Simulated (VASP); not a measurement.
# Se (P3_121) in VASP: further runs

The runs below take Se through relaxation of cell and atoms, single point, with PBE, PBEsol+D3(BJ), PBEsol+D4, PBEsol.

Program: VASP 6.6.1. These are calculated values, not measurements. Logs are shortened: lines on timing, memory, paths and dates and some standing lists are left out, and cuts for length are marked.

### 1 The cell of the first run

The structure is trigonal, space group P3_121 (No. 152). Conventional cell: a = 4.507 Å, b = 4.507 Å, c = 5.114 Å, α = 90.00°, β = 90.00°, γ = 120.00°. Within 3.2 Å of Se (site symmetry 2) lie 2 Se at 2.45 Å.

### 2 Relaxation of cell and atoms, PBE (29.99 Å³/atom)

POSCAR

```
Se
1.0
    4.5071414401      0.0000000000      0.0000000000
   -2.2535707201      3.9032989856      0.0000000000
    0.0000000000      0.0000000000      5.1135027799
Se
3
Direct
    0.7746000000      0.7746000000      0.0000000000
    0.0000000000      0.2254000000      0.6666666667
    0.2254000000      0.0000000000      0.3333333333
```

INCAR.step1

```
  GGA = PE
  ISMEAR = 0
  SIGMA = 0.03
  LWAVE = F
  LCHARG = F
  NSW = 80
  PREC = Accurate
  LASPH = T
  LREAL = F
  ALGO = Normal
  EDIFF = 1E-7
  NELM = 120
  GGA_COMPAT = F
  IBRION = 2
  ISIF = 3
  EDIFFG = -0.002
  NELMIN = 4
  ENCUT = 650
  EFERMI = MIDGAP
  POTIM = 0.5
```

INCAR.step4

```
  GGA = PE
  ISMEAR = 0
  SIGMA = 0.03
  LWAVE = F
  LCHARG = F
  PREC = Accurate
  LASPH = T
  LREAL = F
  ALGO = Normal
  EDIFF = 1E-7
  NELM = 120
  GGA_COMPAT = F
  ISIF = 2
  ENCUT = 650
  EFERMI = MIDGAP
```

KPOINTS

```
Automatic mesh
0
Gamma
  7 7 6
  0 0 0
```

Potentials or basis: VASP PAW PBE potentials, release 64 (Se).

Started as:

```
cat potpaw_PBE.64/Se/POTCAR > POTCAR
cp INCAR.step1 INCAR
cp POSCAR.step1 POSCAR
mpirun -np 1 vasp_std > vasp.out
cp CONTCAR POSCAR
mpirun -np 1 vasp_std > vasp.out
cp CONTCAR POSCAR
mpirun -np 1 vasp_std > vasp.out
cp CONTCAR POSCAR
cp INCAR.step4 INCAR
mpirun -np 1 vasp_std > vasp.out
```

OUTCAR:

```text
GGA = PE
   ISMEAR = 0
   PREC = Accurate
   LASPH = T
   LREAL = F
   EDIFF = 1E-7
   NELM = 120
   ISIF = 2
   ENCUT = 650
   EFERMI = MIDGAP

 ion  position               nearest neighbor table
   1  0.781  0.781  0.000-   3 2.40   2 2.40
   2  0.000  0.219  0.667-   1 2.40   3 2.40
   3  0.219  0.000  0.333-   1 2.40   2 2.40

  LATTYP: Found a hexagonal cell.
 ALAT       =     4.5203211766
 C/A-ratio  =     1.1165553138

  Lattice vectors:

 A1 = (   4.5203211766,  -0.0000000000,   0.0000000000)
 A2 = (  -2.2601605883,   3.9147129722,   0.0000000000)
 A3 = (   0.0000000000,   0.0000000000,   5.0471886298)

Analysis of symmetry for initial positions (statically):
=====================================================================
 Subroutine PRICEL returns:
 Original cell was already a primitive cell.

 Routine SETGRP: Setting up the symmetry group for a
 hexagonal supercell.

 Subroutine GETGRP returns: Found  6 space group operations
 (whereof  2 operations were pure point group operations)
 out of a pool of 24 trial point group operations.

The static configuration has the point symmetry C_2 .
 The point group associated with its full space group is D_3 .

Analysis of symmetry for dynamics (positions and initial velocities):
=====================================================================
 Subroutine PRICEL returns:
 Original cell was already a primitive cell.

 Routine SETGRP: Setting up the symmetry group for a
 hexagonal supercell.

 Subroutine GETGRP returns: Found  6 space group operations
 (whereof  2 operations were pure point group operations)
 out of a pool of 24 trial point group operations.

The dynamic configuration has the point symmetry C_2 .
 The point group associated with its full space group is D_3 .

 Subroutine INISYM returns: Found  6 space group operations
 (whereof  2 operations are pure point group operations),
 and found     1 'primitive' translations

----------------------------------------------------------------------------------------

                                     Primitive cell

  volume of cell :      89.3138

  direct lattice vectors                    reciprocal lattice vectors
     4.520321177 -0.000000000  0.000000000     0.221223219  0.127723285 -0.000000000
    -2.260160588  3.914712972  0.000000000     0.000000000  0.255446570 -0.000000000
     0.000000000  0.000000000  5.047188630     0.000000000  0.000000000  0.198130102

  length of vectors
     4.520321177  4.520321177  5.047188630     0.255446570  0.255446570  0.198130102

  position of ions in fractional coordinates (direct lattice)
     0.780828515  0.780828515  0.000000000
     1.000000000  0.219171485  0.666666667
     0.219171485  1.000000000  0.333333333

  ion indices of the primitive-cell ions
   primitive index   ion index
                 1           1
                 2           2
                 3           3

----------------------------------------------------------------------------------------

 KPOINTS: Automatic mesh

Automatic generation of k-mesh.
 Grid dimensions read from file:
 generate k-points for:    7    7    6

 Generating k-lattice:

  Cartesian coordinates                     Fractional coordinates (reciprocal lattice)
     0.031603317  0.018246184 -0.000000000     0.142857143  0.000000000 -0.000000000
     0.000000000  0.036492367 -0.000000000    -0.000000000  0.142857143  0.000000000
     0.000000000  0.000000000  0.033021684     0.000000000  0.000000000  0.166666667

  Length of vectors
     0.036492367  0.036492367  0.033021684

  Shift w.r.t. Gamma in fractional coordinates (k-lattice)
     0.000000000  0.000000000  0.000000000

 Subroutine IBZKPT returns following result:
 ===========================================

 Found     40 irreducible k-points:

 Following reciprocal coordinates:
            Coordinates               Weight
  0.000000  0.000000  0.000000      1.000000
  0.142857  0.000000  0.000000      6.000000
  0.285714  0.000000  0.000000      6.000000
  0.428571  0.000000  0.000000      6.000000
  0.142857  0.142857  0.000000      6.000000
  0.285714  0.142857  0.000000     12.000000
[... 16 lines left out ...]
  0.000000  0.142857  0.333333      6.000000
  0.285714  0.000000  0.333333      6.000000
 [... further k-points ...]
   k-points           NKPTS =     40   k-points in BZ     NKDIM =     40   number of bands    NBANDS=     13
   number of dos      NEDOS =    301   number of ions     NIONS =      3
   total plane-waves  NPLWV =  67200
   dimension x,y,z NGX =    40 NGY =   40 NGZ =   42
   dimension x,y,z NGXF=    80 NGYF=   80 NGZF=   84
   ions per type =               3
   NGX,Y,Z   is equivalent  to a cutoff of  14.71, 14.71, 13.83 a.u.
   NGXF,Y,Z  is equivalent  to a cutoff of  29.42, 29.42, 27.67 a.u.
 SYSTEM =  unknown system
   PREC   = accura    normal or accurate (medium, high low for compatibility)
   ISTART =      0    job   : 0-new  1-cont  2-samecut
   ICHARG =      2    charge: 1-file 2-atom 10-const
   ISPIN  =      1    spin polarized calculation?
   LNONCOLLINEAR =      F non collinear calculations
   LSORBIT =      F    spin-orbit coupling
   LASPH  =      T    aspherical Exc in radial PAW
   ENCUT  =  650.0 eV  47.77 Ry    6.91 a.u.   9.40  9.40 10.49*2*pi/ulx,y,z
   NELM   =    120;   NELMIN=  2; NELMDL=  0     # of ELM steps
   EDIFF  = 0.1E-06   stopping-criterion for ELM
   LREAL  =      F    real-space projection
   EDIFFG = 0.1E-05   stopping-criterion for IOM
   NSW    =      0    number of steps for IOM
   IBRION =     -1    ionic relax: 0-MD 1-quasi-New 2-CG
   NFREE  =      0    steps in history (QN), initial steepest desc. (CG)
   ISIF   =      2    stress and relaxation
   ISYM   =      2    0-nonsym 1-usesym 2-fastsym
   POTIM  = 0.5000    time-step for ionic-motion
   TEBEG  =    0.0;   TEEND  =   0.0 temperature during run

   SCALEE = 1.0000    scale energy and forces
   PSTRESS=    0.0 pullay stress
   NELECT =      18.0000    total number of electrons
   NUPDOWN=      -1.0000    fix difference up-down
   EMIN   =  10.00;   EMAX   =-10.00  energy-range for DOS
   EFERMI =   0.00;   METHOD = MIDGAP
   ISMEAR =     0;   SIGMA  =   0.03  broadening in eV -4-tet -1-fermi 0-gaus
   EFERMI_NEDOS =   21; number of points for ismear=-14 and -15
   IALGO  =     38    algorithm
   IMIX   =      4    mixing-type and parameters
     AMIX     =   0.40;   BMIX     =  1.00
     AMIX_MAG =   1.60;   BMIX_MAG =  1.00
  volume/ion in A,a.u.               =      29.77       200.91
  Fermi-wavevector in a.u.,A,eV,Ry     =   0.959827  1.813809 12.534598  0.921267
  Thomas-Fermi vector in A             =   2.089057
   LORBIT       =      0    0 simple, 1 ext, 2 COOP (PROOUT), +10 PAW based schemes
   GGA     = PE    functional components
   LHFCALC =     F    Hartree Fock is set to
   AEXX    =    0.0000 exact exchange contribution
   IVDW    =     0    specifies the selected vdW correction
   LEPSILON=     F    determine dielectric tensor
   LRPA    =     F    only Hartree local field effects (RPA)

   CSHIFT  =0.1000    complex shift for real part using Kramers Kronig

   OMEGAMAX=  -1.0    maximum frequency
 non-spin polarized calculation
 Gauss-broadening in eV      SIGMA  =   0.03
  energy-cutoff  :      650.00
  volume of cell :       89.31
 maximum number of plane-waves:      3393
 NGX is ok and might be reduce to    40
   NGX = 19   NGY = 19   NGZ = 21

 number of electron      18.0000000 magnetization

 Free energy of the ion-electron system (eV)
  ---------------------------------------------------
  ext. energy  EPLUGINS =         0.00000000
  ---------------------------------------------------
  free energy    TOTEN  =       -10.51105029 eV

  energy without entropy =      -10.51105029  energy(sigma->0) =      -10.51105029

 E-fermi :   2.4115     XC(G=0):  -8.4305

 val. band max:        1.8175719789   @ k =   0.4286   0.1429   0.5000
 cond. band min:       3.0054800405   @ k =   0.2857   0.2857   0.5000
 fundamental gap:      1.1879080616
 Fermi energy:         2.4115260097

 k-point     1 :       0.0000    0.0000    0.0000
  band No.  band energies     occupation
      1     -13.5287      2.00000
      2      -9.7196      2.00000
      3      -9.7196      2.00000
      4      -1.8804      2.00000
      5      -1.8804      2.00000
      6      -1.5831      2.00000
      7      -0.0080      2.00000
      8      -0.0080      2.00000
      9       1.5239      2.00000
     10       3.7575      0.00000
     11       3.7575      0.00000
     12       4.1271      0.00000
     13       7.7296      0.00000

 k-point     2 :       0.1429    0.0000    0.0000
  band No.  band energies     occupation
      1     -13.4683      2.00000
      2      -9.7783      2.00000
      3      -9.7167      2.00000
      4      -2.2673      2.00000
      5      -2.0605      2.00000
      6      -1.4699      2.00000
      7      -0.0150      2.00000
      8       0.2210      2.00000
      9       1.3931      2.00000
     10       3.7037      0.00000
     11       3.7659      0.00000
     12       4.3099      0.00000
     13       7.8568      0.00000

 k-point     3 :       0.2857    0.0000    0.0000
  band No.  band energies     occupation
      1     -13.3212      2.00000
      2      -9.9304      2.00000
      3      -9.7097      2.00000
      4      -2.6995      2.00000
      5      -2.3414      2.00000
      6      -1.4314      2.00000
      7      -0.1431      2.00000
      8       0.2298      2.00000
      9       1.1267      2.00000
     10       3.8060      0.00000
     11       3.9730      0.00000
     12       4.8312      0.00000
     13       7.9330      0.00000
[... 305 lines left out ...]
 k-point    23 :       0.0000    0.1429    0.3333
  band No.  band energies     occupation
      1     -12.9846      2.00000
      2     -11.6291      2.00000
      3      -8.1412      2.00000
      4      -2.7708      2.00000
      5      -1.9177      2.00000
      6      -1.3515      2.00000
      7       0.3917      2.00000
      8       0.5717      2.00000
      9       0.9474      2.00000
     10       3.3724      0.00000
     11       3.4693      0.00000
     12       3.8493      0.00000
     13       8.3455      0.00000

 k-point    24 :       0.2857    0.0000    0.3333
  band No.  band energies     occupation
      1     -12.8546      2.00000
      2     -11.5490      2.00000
      3      -8.4416      2.00000
      4      -3.0169      2.00000
      5      -2.2965      2.00000
      6      -1.5002      2.00000
      7       0.1072      2.00000
      8       0.3604      2.00000
      9       1.1316      2.00000
     10       3.6597      0.00000
     11       4.1255      0.00000
     12       4.7477      0.00000
     13       8.3093      0.00000

 [... further k-points ...]
[... 5 lines left out ...]
  --------------------------------------------------------------------------------------
  -------------------------------------------------------------------------------------
  Total        0.0020266      0.0020266      0.0019518     -0.0000000     -0.0000000      0.0000000
  in kB        0.0363548      0.0363548      0.0350129     -0.0000000     -0.0000000      0.0000000
  external PRESSURE =       0.0359075 kB  Pullay stress =       0.0000000 kB

 VOLUME and BASIS-vectors are now :
 -----------------------------------------------------------------------------
  energy-cutoff  :      650.00
  volume of cell :       89.31
      direct lattice vectors                 reciprocal lattice vectors
     4.520321177 -0.000000000  0.000000000     0.221223219  0.127723285 -0.000000000
    -2.260160588  3.914712972  0.000000000     0.000000000  0.255446570 -0.000000000
     0.000000000  0.000000000  5.047188630     0.000000000  0.000000000  0.198130102

 POSITION                                       TOTAL-FORCE (eV/Angst)
 -----------------------------------------------------------------------------------
      1.76480      3.05672      0.00000        -0.000313     -0.000541      0.000000
     -0.49536      0.85799      3.36479        -0.000313      0.000541     -0.000000
      0.99073     -0.00000      1.68240         0.000625     -0.000000      0.000000
 -----------------------------------------------------------------------------------
    total drift:                                0.000000     -0.000000      0.000000

  FREE ENERGIE OF THE ION-ELECTRON SYSTEM (eV)
  ---------------------------------------------------
  free  energy   TOTEN  =       -10.5110502906 eV

  energy  without entropy=      -10.5110502906  energy(sigma->0) =      -10.51105029
```

Wall time 26 min (1 thread of AMD EPYC 7R43 (Zen 3), shared host); peak memory 0.26 GiB.

What came out:

```
Free energy                           : -10.5111 eV
Relaxed volume                        : 29.77 Å³/atom
Relaxed cell                          : a = 4.520 Å, b = 4.520 Å, c = 5.047 Å, α = 90.00°, β = 90.00°, γ = 120.00°
Space group after relaxing (to 0.1 Å) : P3_121 (No. 152)
Energy gained by relaxing             : 9.1 meV/atom
Ionic steps                           : 22
Pressure after relaxing               : 0.0 GPa
Band gap on the k mesh                : 1.19 eV (least direct gap 1.40 eV)
```

Step by step:
| step | energy change (eV) | largest force (eV/Å) | pressure (GPa) | volume (Å³) |
| --- | --- | --- | --- | --- |
| 1 | 0.0000 | 0.4620 | -1.96 | 89.96 |
| 2 | -0.0084 | 0.3712 | 1.93 | 85.26 |
| 3 | -0.0264 | 0.0308 | 0.05 | 87.32 |
| 4 | -0.0264 | 0.0213 | 0.09 | 87.27 |
| 5 | -0.0266 | 0.0144 | 0.09 | 87.38 |
| 6 | -0.0268 | 0.0008 | 0.08 | 87.59 |
| 7 | -0.0268 | 0.0064 | 0.07 | 87.70 |
| 8 | -0.0268 | 0.0213 | -0.06 | 88.00 |
| 9 | -0.0268 | 0.0148 | -0.03 | 87.93 |
| 10 | -0.0269 | 0.0146 | -0.02 | 88.02 |
| 11 | -0.0271 | 0.0140 | -0.01 | 88.31 |
| 12 | -0.0272 | 0.0121 | 0.03 | 88.88 |
| 13 | -0.0272 | 0.0127 | 0.02 | 88.71 |
| 14 | -0.0272 | 0.0072 | 0.02 | 88.93 |
| 15 | -0.0273 | 0.0022 | 0.01 | 89.12 |
| 16 | -0.0273 | 0.0081 | 0.01 | 89.52 |
| 17 | -0.0273 | 0.0028 | 0.01 | 89.31 |
| 18 | -0.0273 | 0.0025 | 0.01 | 89.30 |
| 19 | -0.0273 | 0.0079 | -0.03 | 89.38 |
| 20 | -0.0273 | 0.0006 | 0.00 | 89.31 |
| 21 | -0.0273 | 0.0006 | 0.00 | 89.31 |
| 22 | -0.0273 | 0.0006 | 0.00 | 89.31 |

Final structure:
```xyz
3
Lattice="4.5203 0.0000 0.0000 -2.2602 3.9147 0.0000 0.0000 0.0000 5.0472" Properties=species:S:1:pos:R:3 pbc="T T T"
Se    1.7648    3.0567    0.0000
Se   -0.4954    0.8580    3.3648
Se    0.9907    0.0000    1.6824
```

A k mesh can miss the band edges.

(Part 1 of 2 ends here.)
